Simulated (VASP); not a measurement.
The system is PbS.

```
CELL_PARAMETERS angstrom
2.05694 -3.56583 0.00000
2.05694 3.56583 0.00000
0.00000 0.00000 7.55994
ATOMIC_POSITIONS crystal
Pb 0.00103 0.99897 0.48673
Pb 0.99897 0.00103 0.98673
S 0.66715 0.33285 0.69247
S 0.33285 0.66715 0.19247
```

Program: VASP 6.6.1. Alike in all runs: task single point; no spin polarisation; cell as given; k mesh 4 × 4 × 2; cutoff (eV) 520; smearing fermi-dirac 0.02 eV.

Q: Order these runs on this cell by their pressure, lowest first.
A. level PBEsol; potentials or basis VASP PAW PBE potentials, release 64 (Pb_d, S)
B. level LDA; potentials or basis VASP PAW LDA potentials, release 64 (Pb_d, S)
C. level BLYP; potentials or basis VASP PAW PBE potentials, release 64 (Pb_d, S)

A: B (-3.4 GPa), A (-1.8 GPa), C (4.3 GPa).

Caveats: all runs use coarse meshes; the PAW data sets were made with another functional, which shifts forces and pressure a little (some runs).
